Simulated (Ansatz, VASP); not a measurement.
# Two plane-wave programs on SiC

The input INCAR:

```
PREC = Accurate
ENCUT = 520
EDIFF = 1E-6
ISMEAR = 0
SIGMA = 0.05
LREAL = False
LASPH = True
NELM = 100
ALGO = Normal
ISIF = 2
LWAVE = False
LCHARG = True
GGA = PS
LELF = True
LVHAR = True
NBANDS = 11
```

File KPOINTS:

```
Automatic mesh
0
Gamma
  12 12 12
```

Contents of POSCAR:

```
SiC
1.0
    0.0000000000      2.0000800000      2.0870400000
    2.0000800000      0.0000000000      2.0870400000
    2.0000800000      2.0000800000      0.0000000000
Si C
1 1
Direct
    0.0000000000      0.0000000000      0.0000000000
    0.7500000000      0.7500000000      0.7500000000
```

Input for Ansatz:

```yaml
crystal:
  lattice:
    - [0.0, 2.00008, 2.08704]
    - [2.00008, 0.0, 2.08704]
    - [2.00008, 2.00008, 0.0]
  atoms:
    - { symbol: Si, position: [0.0, 0.0, 0.0] }
    - { symbol: C, position: [0.75, 0.75, 0.75] }
basis:
  ecutwfc: 420
kpoints:
  mp_grid: { grid: [12, 12, 12] }
hamiltonian:
  xc: pbesol
scf:
  occupations: { method: gaussian, width: 0.05 }
output:
  forces: true
  stress: true
  eigenvalues: true
```

Change from the starting cell: strain -0.080 along x and y, -0.040 along z, atoms carried along.

Alike in both runs: task single point; functional PBEsol; k mesh 12 × 12 × 12; occupations gaussian, width 0.05 eV; no spin polarisation.

|  | VASP | Ansatz |
| --- | --- | --- |
| version | VASP 6.6.1 | Ansatz 0.2.0 |
| potentials or method | VASP PAW PBE potentials, release 64 (Si, C), cutoff 520 eV | scalar-relativistic, plane waves, PAW |
| valence electrons in the cell | 8 | 8 |

|  | VASP | Ansatz | Ansatz less VASP |
| --- | --- | --- | --- |
| gap on the k mesh at the Fermi level (eV) | 0.74 | 0.75 | +0.014 |
| least direct gap on the mesh (eV) | 4.57 | 4.59 | +0.018 |
| pressure (GPa) | 71.4 | 70.8 | -0.57 |
| traceless stress, the component that is largest in VASP (GPa) | -7.66 | -7.66 | -0.001 |

VASP's potentials were made for PBE, not for PBEsol. Both programs put the cell under a high pressure, so it lies far from rest at this level. The functional is the same, so the differences come from potentials, cutoffs and numerics.

Noted on VASP's run: the cell as given lies far from equilibrium.
